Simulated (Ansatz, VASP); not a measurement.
Two plane-wave programs on CuO

Contents of INCAR:

```
SYSTEM = CuO
PREC = Accurate ; ENCUT = 520
EDIFF = 1E-6 ; ISMEAR = -1
SIGMA = 0.05 ; LREAL = .False.
LASPH = .True. ; NELM = 100
ALGO = Normal ; ISIF = 2
LWAVE = .False. ; LCHARG = .False.
GGA = RP ; NBANDS = 25
```

KPOINTS

```
Automatic mesh
0
Gamma
  9 9 5
  0 0 0
```

Contents of POSCAR:

```
CuO
1.0
    2.0171679519     -2.1818894341      0.0000000000
    2.0171679519      2.1818894341      0.0000000000
    0.0000000000      0.0000000000      5.2237769386
Cu O
2 2
Direct
    0.5000000000      0.0000000000      0.0000000000
    0.0000000000      0.5000000000      0.5000000000
    0.5000000000      0.5000000000      0.2500000000
    0.5000000000      0.5000000000      0.7500000000
```

File input.yaml:

```yaml
crystal:
  lattice:
    - [2.0171679519, -2.1818894341, 0.0]
    - [2.0171679519, 2.1818894341, 0.0]
    - [0.0, 0.0, 5.2237769386]
  atoms:
    - { symbol: Cu, position: [0.5, 0.0, 0.0] }
    - { symbol: Cu, position: [0.0, 0.5, 0.5] }
    - { symbol: O, position: [0.5, 0.5, 0.25] }
    - { symbol: O, position: [0.5, 0.5, 0.75] }
hamiltonian:
  xc: rpbe
  pseudopotentials: { kind: paw }
kpoints:
  mp_grid: { grid: [9, 9, 5] }
scf:
  occupations: { method: fermi_dirac, width: 0.05 }
output:
  forces: true
  stress: true
  eigenvalues: true
```

Alike in both runs: task single point; functional RPBE; k mesh 9 × 9 × 5; occupations fermi-dirac, width 0.05 eV; no spin polarisation.

|  | VASP | Ansatz |
| --- | --- | --- |
| version | VASP 6.6.1 | Ansatz 0.2.0 |
| potentials or method | VASP PAW PBE potentials, release 64 (Cu, O) | Ansatz PAW |
| plane-wave cutoff (eV) | 520 | 420 |
| valence electrons in the cell | 34 | 50 |

Ansatz gave:

- gap on the k mesh at the Fermi level (eV): none
- pressure (GPa): 0.6
- traceless stress, the component that is largest in VASP (GPa): 1.07

Problem. Estimate VASP's values.

Solution. gap on the k mesh at the Fermi level (eV): none; pressure (GPa): 1.3; traceless stress, the component that is largest in VASP (GPa): 0.86.

VASP's potentials were made for PBE, not for RPBE. A gap of «none» marks a metal or a gap that the smearing closes. VASP's potentials hold 34 valence electrons a cell and Ansatz's 50, so a difference there can come from the potentials and not from the codes.
